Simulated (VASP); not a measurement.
# ScAl3N4 (P1) in VASP: single point with r2SCAN

Aim: the single point of ScAl3N4 with r2SCAN.

Program: VASP 6.6.1. These are calculated values, not measurements. Logs are shortened: lines on timing, memory, paths and dates and some standing lists are left out, and cuts for length are marked.

**1. The cell of the first run**

The typed cell holds 16 atoms: a = 5.578 Å, b = 5.902 Å, c = 6.513 Å, α = 106.01°, β = 89.96°, γ = 118.12°.

**2. Single point, r2SCAN (atoms moved along the polar distortion)**

POSCAR

```
ScAl3N4
1.0
    4.8313218619     -2.7871272297     -0.0047338817
   -3.2260085570     -0.0174647845     -4.9426776899
    3.2583463650      5.6391541739     -0.0013494639
Sc Al N
2 6 8
Direct
    0.3484118216      0.0345305947      0.0011231198
    0.9406543705      0.5241641253      0.1335649676
    0.8198955488     -0.0110659115      0.2549181667
    0.3347106617      0.0012996415      0.5071935976
    0.8401448347      0.0030729558      0.7419844841
    0.4070343381      0.4913937204      0.3868624592
    0.9173751295      0.4979759578      0.6240865859
    0.4190801933      0.5131138159      0.8648833071
    0.5991317648      0.5931377705      0.1518663672
    0.1562537158      0.6199150728      0.4288773116
    0.6497925354      0.6158266775      0.6493928159
    0.1480744355      0.6175554408      0.8833582598
    0.7522705715      0.1026319849      0.0256560354
    0.2015666279      0.0963927046      0.2956723541
    0.7167420089      0.1118775284      0.5274590335
    0.2208614423      0.1321779207      0.7591011342
```

INCAR.step1

```
ALGO = Normal
EDIFF = 1E-4
ENCUT = 520
GGA = PE
ISMEAR = 0
LASPH = T
LCHARG = F
LREAL = Auto
LWAVE = T
NBANDS = 54
NELM = 100
PREC = Accurate
SIGMA = 0.01
```

INCAR.step2

```
ALGO = Normal
EDIFF = 1E-7
ENCUT = 520
ISIF = 2
ISMEAR = 0
ISTART = 1
LASPH = T
LCHARG = F
LMIXTAU = T
LREAL = Auto
LWAVE = F
METAGGA = R2SCAN
NBANDS = 54
NELM = 100
PREC = Accurate
SIGMA = 0.01
```

KPOINTS

```
k-points
0
Gamma
  6 6 4
```

Potentials or basis: VASP PAW PBE potentials, release 64 (Sc_sv, Al, N).

Launch:

```console
cat potpaw_PBE.64/Sc_sv/POTCAR potpaw_PBE.64/Al/POTCAR potpaw_PBE.64/N/POTCAR > POTCAR
cp INCAR.step1 INCAR
mpirun -np 1 vasp_std > vasp.out
cp INCAR.step2 INCAR
mpirun -np 1 vasp_std > vasp.out
```

OUTCAR:

```text
EDIFF = 1E-7
   ENCUT = 520
   ISIF = 2
   ISMEAR = 0
   ISTART = 1
   LASPH = T
   LREAL = Auto
   METAGGA = R2SCAN
   NELM = 100
   PREC = Accurate

 ion  position               nearest neighbor table
   1  0.348  0.035  0.001-  16 2.05  12 2.06  13 2.09  14 2.09   6 3.02   8 3.04   2 3.10   2 3.16
                             4 3.17   8 3.17   5 3.20   7 3.22   3 3.26   5 3.27   3 3.31   4 3.35
   2  0.941  0.524  0.134-  12 2.05  10 2.06  13 2.09   9 2.12   4 3.01   3 3.02   1 3.10   1 3.16
                             6 3.19   8 3.21   5 3.21   3 3.23   7 3.24   7 3.28   6 3.35   8 3.36
   3  0.820  0.989  0.255-  13 1.90  14 1.91  15 1.92   9 1.96   2 3.02   8 3.08   7 3.10   6 3.11
                             6 3.11   5 3.15   4 3.18   2 3.23   1 3.26   4 3.27   1 3.31
   4  0.335  0.001  0.507-  16 1.86  10 1.89  14 1.89  15 1.90   2 3.01   6 3.05   7 3.09   7 3.09
                             8 3.09   6 3.11   5 3.16   1 3.17   3 3.18   5 3.20   3 3.27   1 3.35
   5  0.840  0.003  0.742-  16 1.88  11 1.92  13 1.92  15 1.94   7 3.06   8 3.06   6 3.10   7 3.10
                             8 3.11   3 3.15   4 3.16   4 3.20   1 3.20   2 3.21   1 3.27
   6  0.407  0.491  0.387-  10 1.87  11 1.92   9 1.94  14 1.95   1 3.02   4 3.05   8 3.08   5 3.10
                             4 3.11   3 3.11   3 3.11   7 3.15   2 3.19   7 3.22   2 3.35
   7  0.917  0.498  0.624-  12 1.87  10 1.87  15 1.91  11 1.91   5 3.06   4 3.09   4 3.09   3 3.10
                             5 3.10   6 3.15   8 3.16   8 3.22   6 3.22   1 3.22   2 3.24   2 3.28
   8  0.419  0.513  0.865-  12 1.88  16 1.89  11 1.93   9 1.95   1 3.04   5 3.06   6 3.08   3 3.08
                             4 3.09   5 3.11   7 3.16   1 3.17   2 3.21   7 3.22   2 3.36
   9  0.599  0.593  0.152-   6 1.94   8 1.95   3 1.96   2 2.12
  10  0.156  0.620  0.429-   6 1.87   7 1.87   4 1.89   2 2.06
  11  0.650  0.616  0.649-   7 1.91   5 1.92   6 1.92   8 1.93
  12  0.148  0.618  0.883-   7 1.87   8 1.88   2 2.05   1 2.06
  13  0.752  0.103  0.026-   3 1.90   5 1.92   2 2.09   1 2.09
  14  0.202  0.096  0.296-   4 1.89   3 1.91   6 1.95   1 2.09
  15  0.717  0.112  0.527-   4 1.90   7 1.91   3 1.92   5 1.94
  16  0.221  0.132  0.759-   4 1.86   5 1.88   8 1.89   1 2.05

  LATTYP: Found a triclinic cell.
 ALAT       =     5.9023299615
 B/A-ratio  =     0.9449850251
 C/A-ratio  =     1.1034328000
 COS(alpha) =     0.0006905867
 COS(beta)  =     0.2758334669
 COS(gamma) =     0.4712448337

  Lattice vectors:

 A1 = (   3.2260085570,   0.0174647845,   4.9426776899)
 A2 = (   4.8313218619,  -2.7871272297,  -0.0047338817)
 A3 = (   3.2583463650,   5.6391541739,  -0.0013494639)

Analysis of symmetry for initial positions (statically):
=====================================================================
 Subroutine PRICEL returns:
 Original cell was already a primitive cell.

 Routine SETGRP: Setting up the symmetry group for a
 triclinic supercell.

 Subroutine GETGRP returns: Found  1 space group operations
 (whereof  1 operations were pure point group operations)
 out of a pool of  2 trial point group operations.

The static configuration has the point symmetry C_1 .

Analysis of symmetry for dynamics (positions and initial velocities):
=====================================================================
 Subroutine PRICEL returns:
 Original cell was already a primitive cell.

 Routine SETGRP: Setting up the symmetry group for a
 triclinic supercell.

 Subroutine GETGRP returns: Found  1 space group operations
 (whereof  1 operations were pure point group operations)
 out of a pool of  2 trial point group operations.

The dynamic configuration has the point symmetry C_1 .

 Subroutine INISYM returns: Found  1 space group operations
 (whereof  1 operations are pure point group operations),
 and found     1 'primitive' translations

----------------------------------------------------------------------------------------

                                     Primitive cell

  volume of cell :     179.6458

  direct lattice vectors                    reciprocal lattice vectors
     4.831321862 -2.787127230 -0.004733882     0.155152796 -0.089672628 -0.100948952
    -3.226008557 -0.017464785 -4.942677690    -0.000169535  0.000049569 -0.202209006
     3.258346365  5.639154174 -0.001349464     0.076683064  0.133011409 -0.050519830

  length of vectors
     5.577613427  5.902329962  6.512824476     0.205679997  0.202209084  0.161631001

  position of ions in fractional coordinates (direct lattice)
     0.348411822  0.034530595  0.001123120
     0.940654370  0.524164125  0.133564968
     0.819895549  0.988934089  0.254918167
     0.334710662  0.001299641  0.507193598
     0.840144835  0.003072956  0.741984484
     0.407034338  0.491393720  0.386862459
[... 8 lines left out ...]
     0.716742009  0.111877528  0.527459034
     0.220861442  0.132177921  0.759101134

  ion indices of the primitive-cell ions
   primitive index   ion index
                 1           1
                 2           2
                 3           3
                 4           4
                 5           5
                 6           6
[... 8 lines left out ...]
                15          15
                16          16

----------------------------------------------------------------------------------------

 KPOINTS: k-points

Automatic generation of k-mesh.
 Grid dimensions read from file:
 generate k-points for:    6    6    4

 Generating k-lattice:

  Cartesian coordinates                     Fractional coordinates (reciprocal lattice)
     0.025858799 -0.014945438 -0.016824825     0.166666667  0.000000000 -0.000000000
    -0.000028256  0.000008262 -0.033701501     0.000000000  0.166666667  0.000000000
     0.019170766  0.033252852 -0.012629958    -0.000000000 -0.000000000  0.250000000

  Length of vectors
     0.034280000  0.033701514  0.040407750

  Shift w.r.t. Gamma in fractional coordinates (k-lattice)
     0.000000000  0.000000000  0.000000000

 Subroutine IBZKPT returns following result:
 ===========================================

 Found     76 irreducible k-points:

 Following reciprocal coordinates:
            Coordinates               Weight
  0.000000  0.000000  0.000000      1.000000
  0.166667 -0.000000 -0.000000      2.000000
  0.333333 -0.000000  0.000000      2.000000
  0.500000  0.000000  0.000000      1.000000
  0.000000  0.166667 -0.000000      2.000000
  0.166667  0.166667 -0.000000      2.000000
[... 16 lines left out ...]
  0.333333 -0.000000  0.250000      2.000000
  0.500000  0.000000  0.250000      2.000000
 [... further k-points ...]
   k-points           NKPTS =     76   k-points in BZ     NKDIM =     76   number of bands    NBANDS=     54
   number of dos      NEDOS =    301   number of ions     NIONS =     16
   total plane-waves  NPLWV =  96768
   dimension x,y,z NGX =    42 NGY =   48 NGZ =   48
   dimension x,y,z NGXF=    84 NGYF=   96 NGZF=   96
   ions per type =               2   6   8
   NGX,Y,Z   is equivalent  to a cutoff of  12.52, 13.52, 12.25 a.u.
   NGXF,Y,Z  is equivalent  to a cutoff of  25.04, 27.04, 24.50 a.u.
 SYSTEM =  unknown system
   PREC   = accura    normal or accurate (medium, high low for compatibility)
   ISTART =      1    job   : 0-new  1-cont  2-samecut
   ICHARG =      0    charge: 1-file 2-atom 10-const
   ISPIN  =      1    spin polarized calculation?
   LNONCOLLINEAR =      F non collinear calculations
   LSORBIT =      F    spin-orbit coupling
   LASPH  =      T    aspherical Exc in radial PAW
   ENCUT  =  520.0 eV  38.22 Ry    6.18 a.u.  10.37 10.97 12.11*2*pi/ulx,y,z
   NELM   =    100;   NELMIN=  2; NELMDL=  0     # of ELM steps
   EDIFF  = 0.1E-06   stopping-criterion for ELM
   LREAL  =      T    real-space projection
   EDIFFG = 0.1E-05   stopping-criterion for IOM
   NSW    =      0    number of steps for IOM
   IBRION =     -1    ionic relax: 0-MD 1-quasi-New 2-CG
   NFREE  =      0    steps in history (QN), initial steepest desc. (CG)
   ISIF   =      2    stress and relaxation
   ISYM   =      2    0-nonsym 1-usesym 2-fastsym
   POTIM  = 0.5000    time-step for ionic-motion
   TEBEG  =    0.0;   TEEND  =   0.0 temperature during run
   PSTRESS=    0.0 pullay stress
   NELECT =      80.0000    total number of electrons
   NUPDOWN=      -1.0000    fix difference up-down
   EMIN   =  10.00;   EMAX   =-10.00  energy-range for DOS
   EFERMI =   0.00;   METHOD = LEGACY
   ISMEAR =     0;   SIGMA  =   0.01  broadening in eV -4-tet -1-fermi 0-gaus
   EFERMI_NEDOS =   21; number of points for ismear=-14 and -15
   IALGO  =     38    algorithm
   IMIX   =      4    mixing-type and parameters
     AMIX     =   0.40;   BMIX     =  1.00
     AMIX_MAG =   1.60;   BMIX_MAG =  1.00
  volume/ion in A,a.u.               =      11.23        75.77
  Fermi-wavevector in a.u.,A,eV,Ry     =   1.250161  2.362461 21.264567  1.562902
  Thomas-Fermi vector in A             =   2.384168
   LORBIT       =      0    0 simple, 1 ext, 2 COOP (PROOUT), +10 PAW based schemes
   METAGGA = R2SCAN    functional components
   LHFCALC =     F    Hartree Fock is set to
   AEXX    =    0.0000 exact exchange contribution
   IVDW    =     0    specifies the selected vdW correction
   LEPSILON=     F    determine dielectric tensor
   LRPA    =     F    only Hartree local field effects (RPA)
 non-spin polarized calculation
 Gauss-broadening in eV      SIGMA  =   0.01
  energy-cutoff  :      520.00
  volume of cell :      179.65
 maximum number of plane-waves:      4860
 NGX is ok and might be reduce to    42
   NGX = 21   NGY = 21   NGZ = 25

 number of electron      79.9999996 magnetization

 Free energy of the ion-electron system (eV)
  ---------------------------------------------------
  ext. energy  EPLUGINS =         0.00000000
  ---------------------------------------------------
  free energy    TOTEN  =      -163.09704868 eV

  energy without entropy =     -163.09704868  energy(sigma->0) =     -163.09704868

 E-fermi :   5.1341     XC(G=0): -11.4179

 val. band max:        5.0717795215   @ k =   0.0000   0.0000   0.0000
 cond. band min:       9.0062001310   @ k =   0.0000  -0.3333   0.2500
 fundamental gap:      3.9344206095
 Fermi energy:         5.1341350115

 k-point     1 :       0.0000    0.0000    0.0000
  band No.  band energies     occupation
      1     -43.8230      2.00000
      2     -43.7400      2.00000
      3     -21.8166      2.00000
      4     -21.6503      2.00000
      5     -21.6265      2.00000
      6     -21.5612      2.00000
[... 44 lines left out ...]
     51      12.0213      0.00000
     52      12.1290      0.00000

 k-point     2 :       0.1667   -0.0000   -0.0000
  band No.  band energies     occupation
      1     -43.8218      2.00000
      2     -43.7413      2.00000
      3     -21.7995      2.00000
      4     -21.6501      2.00000
      5     -21.6271      2.00000
      6     -21.5613      2.00000
[... 44 lines left out ...]
     51      12.1436      0.00000
     52      12.2985      0.00000

 k-point     3 :       0.3333   -0.0000    0.0000
  band No.  band energies     occupation
      1     -43.8191      2.00000
      2     -43.7440      2.00000
      3     -21.7549      2.00000
      4     -21.6604      2.00000
      5     -21.6274      2.00000
      6     -21.5582      2.00000
[... 44 lines left out ...]
     51      12.3490      0.00000
     52      12.6394      0.00000
[... 1046 lines left out ...]
 k-point    23 :       0.3333   -0.0000    0.2500
  band No.  band energies     occupation
      1     -43.8191      2.00000
      2     -43.7440      2.00000
      3     -21.7550      2.00000
      4     -21.6604      2.00000
      5     -21.6274      2.00000
      6     -21.5587      2.00000
[... 44 lines left out ...]
     51      12.4870      0.00000
     52      12.6627      0.00000

 k-point    24 :       0.5000    0.0000    0.2500
  band No.  band energies     occupation
      1     -43.8177      2.00000
      2     -43.7454      2.00000
      3     -21.7099      2.00000
      4     -21.6902      2.00000
      5     -21.6258      2.00000
      6     -21.5570      2.00000
[... 44 lines left out ...]
     51      12.6252      0.00000
     52      12.7932      0.00000

 [... further k-points ...]

 [bands above 52 left out]

------------------------ aborting loop because EDIFF is reached ----------------------------------------

  FORCE on cell =-STRESS in cart. coord.  units (eV):
  Direction    XX          YY          ZZ          XY          YZ          ZX
  --------------------------------------------------------------------------------------
  -------------------------------------------------------------------------------------
  Total        0.1595487      0.1690373      0.0996928      0.0171842     -0.0015173      0.0158272
  in kB        1.4229404      1.5075649      0.8891135      0.1532577     -0.0135320      0.1411551
  external PRESSURE =       1.2732063 kB  Pullay stress =       0.0000000 kB

 VOLUME and BASIS-vectors are now :
 -----------------------------------------------------------------------------
  energy-cutoff  :      520.00
  volume of cell :      179.65
      direct lattice vectors                 reciprocal lattice vectors
     4.831321862 -2.787127230 -0.004733882     0.155152796 -0.089672628 -0.100948952
    -3.226008557 -0.017464785 -4.942677690    -0.000169535  0.000049569 -0.202209006
     3.258346365  5.639154174 -0.001349464     0.076683064  0.133011409 -0.050519830

 POSITION                                       TOTAL-FORCE (eV/Angst)
 -----------------------------------------------------------------------------------
      1.57555     -0.96534     -0.17232         0.008092      0.009064     -0.033987
      3.28885     -1.87768     -2.59541        -0.015045      0.014491     -0.020135
      1.60148     -0.86490     -4.89221         0.002272     -0.001613     -0.001718
      3.26551      1.92724     -0.00869        -0.004046     -0.001937      0.004981
      6.46674      1.84252     -0.02017         0.001834      0.000528      0.004938
      1.64181      1.03854     -2.43125         0.000066     -0.001401      0.004425
[... 8 lines left out ...]
      4.82054      0.97482     -0.55708        -0.001760      0.002271     -0.002738
      3.11406      3.66281     -0.65538        -0.077774     -0.046872     -0.020866
 -----------------------------------------------------------------------------------
    total drift:                               -0.003119      0.004495     -0.009163

  FREE ENERGIE OF THE ION-ELECTRON SYSTEM (eV)
  ---------------------------------------------------
  free  energy   TOTEN  =      -163.0970486761 eV

  energy  without entropy=     -163.0970486761  energy(sigma->0) =     -163.09704868
```

Run time: 1.8 h. Hardware: 1 thread of Oxide Virtual Turin-like, shared host; peak memory 0.58 GiB.

What came out:

| Property | Result |
| --- | --- |
| Free energy | -163.0970 eV |
| Pressure | 0.1 GPa |
| Largest force | 0.115 eV/Å |
| Band gap on the k mesh | 3.93 eV (least direct gap 4.25 eV) |

Forces on the atoms (eV/Å):
```
Sc   0.008  0.009 -0.034
Sc  -0.015  0.014 -0.020
Al   0.002 -0.002 -0.002
Al  -0.004 -0.002  0.005
Al   0.002  0.001  0.005
Al   0.000 -0.001  0.004
Al  -0.004  0.002  0.004
Al   0.004 -0.002  0.004
N   -0.065  0.037 -0.024
N    0.075  0.049 -0.022
N    0.003  0.000  0.001
N   -0.006 -0.098  0.060
N    0.075 -0.044  0.063
N    0.005  0.082 -0.020
N   -0.002  0.002 -0.003
N   -0.078 -0.047 -0.021
```

Caveat: the cell differs from its parent crystal (atoms moved along the polar distortion); the PAW data sets were made with another functional, which shifts forces and pressure a little. A k mesh can miss the band edges.
